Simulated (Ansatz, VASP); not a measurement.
## W in VASP and in Ansatz

POSCAR

```
W
1.0
   -1.6771650000      1.6771650000      1.6372325000
    1.6771650000     -1.6771650000      1.6372325000
    1.6771650000      1.6771650000     -1.6372325000
W
1
Direct
    0.0000000000      0.0000000000      0.0000000000
```

File INCAR.step1:

```
ALGO = Normal ; EDIFF = 1E-4
ENCUT = 520 ; GGA = PE
ISMEAR = 0 ; LASPH = T
LCHARG = F ; LREAL = F
LWAVE = T ; NBANDS = 13
NELM = 60 ; PREC = Accurate
SIGMA = 0.15
```

File INCAR.step2:

```
ALGO = Normal ; EDIFF = 1E-6
ENCUT = 520 ; ISIF = 2
ISMEAR = 0 ; ISTART = 1
LASPH = T ; LCHARG = F
LMIXTAU = T ; LREAL = F
LWAVE = F ; METAGGA = R2SCAN
NBANDS = 13 ; NELM = 60
PREC = Accurate ; SIGMA = 0.15
```

File KPOINTS:

```
k-points
0
Gamma
  20 20 20
```

Input for Ansatz:

```yaml
crystal:
  lattice:
    - [-1.677165, 1.677165, 1.6372325]
    - [1.677165, -1.677165, 1.6372325]
    - [1.677165, 1.677165, -1.6372325]
  atoms:
    - { symbol: W, position: [0.0, 0.0, 0.0] }
basis:
  ecutwfc: 500
kpoints:
  mp_grid: { grid: [20, 20, 20] }
hamiltonian:
  xc: r2scan
scf:
  occupations: { method: gaussian, width: 0.15 }
output:
  forces: true
  stress: true
  eigenvalues: true
```

Change from the starting cell: strain +0.050 along x and y, +0.025 along z, atoms carried along.

Alike in both runs: task single point; functional r2SCAN; k mesh 20 × 20 × 20; occupations gaussian, width 0.15 eV; no spin polarisation.

```csv
,VASP,Ansatz
version,VASP 6.6.1,Ansatz 0.2.0
potentials or method,"VASP PAW PBE potentials, release 64 (W_sv), cutoff 520 eV","scalar-relativistic, plane waves, PAW"
valence electrons in the cell,14,14
```

Ansatz gave:

- gap on the k mesh at the Fermi level (eV): none
- pressure (GPa): -34.4
- traceless stress, the component that is largest in VASP (GPa): 4.23

Task: Estimate VASP's values.

Result: gap on the k mesh at the Fermi level (eV): none; pressure (GPa): -33.9; traceless stress, the component that is largest in VASP (GPa): 4.23.

VASP's potentials were made for PBE, not for r2SCAN. A gap of «none» marks a metal or a gap that the smearing closes. Both programs put the cell under strong tension, so it lies far from rest at this level.

Neither program's run includes spin-orbit coupling. Noted on VASP's run: the cell as given lies far from equilibrium.
